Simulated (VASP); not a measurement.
Write the native input for VASP 6.6.1 that does the following.

| Item | Value |
| --- | --- |
| Task | single point |
| Functional | PBE |
| Potentials or basis | VASP PAW PBE potentials, release 64 (Ti_sv, Al) |
| Cutoff | 520 eV |
| k mesh | 6 × 6 × 6 |
| Occupations | gaussian, width 0.1 eV |
| Spin | no spin polarisation |
| Dipole correction | no |
| Further INCAR settings | ALGO = Fast; EDIFF = 1e-06; NBANDS = 18 |

The structure of TiAl3 lies in POSCAR:

```
TiAl3
1.0
    0.0000000000      3.1340311000      3.1340311000
    3.1340311000      0.0000000000      3.1340311000
    3.1340311000      3.1340311000      0.0000000000
Ti Al
1 3
Direct
    0.5000000000      0.5000000000      0.5000000000
    0.0000000000      0.0000000000      0.0000000000
    0.2500000000      0.2500000000      0.2500000000
    0.7500000000      0.7500000000      0.7500000000
```

The cell was built from a structure type or drawn by symmetry, and may not be a known phase.

The input as run:

INCAR

```
SYSTEM = TiAl3
PREC = Accurate
ENCUT = 520
EDIFF = 1E-6
ISMEAR = 0
SIGMA = 0.1
LREAL = .False.
LASPH = .True.
NELM = 60
ALGO = Fast
ISIF = 2
LWAVE = .False.
LCHARG = .False.
GGA = PE
NBANDS = 18
```

KPOINTS

```
Automatic mesh
0
Gamma
  6 6 6
  0 0 0
```

Potentials or basis: VASP PAW PBE potentials, release 64 (Ti_sv, Al).

Launch:

```sh
$ cat potpaw_PBE.64/Ti_sv/POTCAR potpaw_PBE.64/Al/POTCAR > POTCAR
$ mpirun -np 1 vasp_std > vasp.out
```

It gave:

```json
{
  "Pressure": "5.6 GPa",
  "Band gap on the k mesh": "zero (an odd number of electrons rules out a gap without spin polarisation)"
}
```

Caveat: the cell stands under pressure.

Wall time 80 s on 1 thread of Intel Xeon 8259CL, on a shared host, peak memory 0.2 GiB.
